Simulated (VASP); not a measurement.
Write the native input for VASP 6.6.1 that does the following.

```
Task                   : single point
Functional             : PBEsol
Potentials or basis    : VASP PAW PBE potentials, release 64 (Zr_sv, S)
Cutoff                 : 520 eV
k mesh                 : 16 × 16 × 16
Occupations            : gaussian, width 0.15 eV
Spin                   : no spin polarisation
Dipole correction      : no
Further INCAR settings : ALGO = Normal; EDIFF = 1e-06; NBANDS = 16
```

The structure of ZrS lies in POSCAR:

```
ZrS
1.0
   -0.2012722405      2.4400957445      2.4400957445
    2.4400957445     -0.2012722405      2.4400957445
    2.4400957445      2.4400957445     -0.2012722405
Zr S
1 1
Direct
    0.0000000000      0.0000000000      0.0000000000
    0.5000000000      0.5000000000      0.5000000000
```

The input as run:

INCAR

```
  PREC = Accurate
  ENCUT = 520
  EDIFF = 1E-6
  ISMEAR = 0
  SIGMA = 0.15
  LREAL = False
  LASPH = True
  NELM = 80
  ALGO = Normal
  ISIF = 2
  LWAVE = False
  LCHARG = True
  GGA = PS
  LELF = True
  LVHAR = True
  NBANDS = 16
```

KPOINTS

```
Automatic mesh
0
Gamma
  16 16 16
```

Potentials or basis: VASP PAW PBE potentials, release 64 (Zr_sv, S).

The run is started by

```sh
$ cat potpaw_PBE.64/Zr_sv/POTCAR potpaw_PBE.64/S/POTCAR > POTCAR
$ mpirun -np 1 vasp_std > vasp.out
```

It gave:

```
Pressure               : 9.3 GPa
Band gap on the k mesh : zero (bands 9 and 10 overlap by 3.73 eV)
```

Caveat: the cell stands under pressure; the PAW data sets were made with another functional, which shifts forces and pressure a little.

Run time: 2.5 min on 1 thread of Intel(R) Xeon(R) Platinum 8488C (Sapphire Rapids), with other jobs on the host, peak memory 0.32 GiB.
